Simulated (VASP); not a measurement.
A run of VASP 6.6.1 is set up as follows.

INCAR

```
PREC = Accurate
ENCUT = 500
EDIFF = 1E-6
ISMEAR = 0
SIGMA = 0.1
LREAL = False
LASPH = True
NELM = 120
ALGO = Normal
ISIF = 2
LWAVE = False
LCHARG = False
GGA = PE
IVDW = 12
NBANDS = 94
ISYM = 0
GGA_COMPAT = False
```

File KPOINTS:

```
Automatic mesh
0
Gamma
  2 2 1
  0.5 0.5 0
```

File POSCAR:

```
GeSe
1.0
    0.0000000000     -3.8355000000     -4.3954000000
    0.0000000000     -3.8355000000      4.3954000000
  -10.8330000000      0.0000000000      0.0000000000
Ge Se
8 8
Direct
    0.8193500000      0.4306500000      0.6210100000
    0.3193500000      0.9306500000      0.6210100000
    0.3193500000      0.4306500000      0.8789900000
    0.8193500000      0.9306500000      0.8789900000
    0.6806500000      0.5693500000      0.1210100000
    0.1806500000      0.0693500000      0.1210100000
    0.1806500000      0.5693500000      0.3789900000
    0.6806500000      0.0693500000      0.3789900000
    0.8762000000      0.3738000000      0.8535000000
    0.3762000000      0.8738000000      0.8535000000
    0.8762000000      0.8738000000      0.6465000000
    0.3762000000      0.3738000000      0.6465000000
    0.1238000000      0.1262000000      0.3535000000
    0.6238000000      0.6262000000      0.3535000000
    0.1238000000      0.6262000000      0.1465000000
    0.6238000000      0.1262000000      0.1465000000
```

Potentials or basis: VASP PAW PBE potentials, release 64 (Ge_d, Se).

Command:

```sh
$ cat potpaw_PBE.64/Ge_d/POTCAR potpaw_PBE.64/Se/POTCAR > POTCAR
$ mpirun -np 1 vasp_std > vasp.out
```

(1) What does it give for the band gap on the k mesh?

(2) Predict the dispersion energy per atom.

(3) What does it give for the pressure?

(4) Estimate the largest force.

Answers

(1) 1.22 eV.

(2) -0.360 eV.

(3) 3.3 GPa.

(4) 0.666 eV/Å.

Caveat: the k points lie up to 0.58 Å⁻¹ apart.
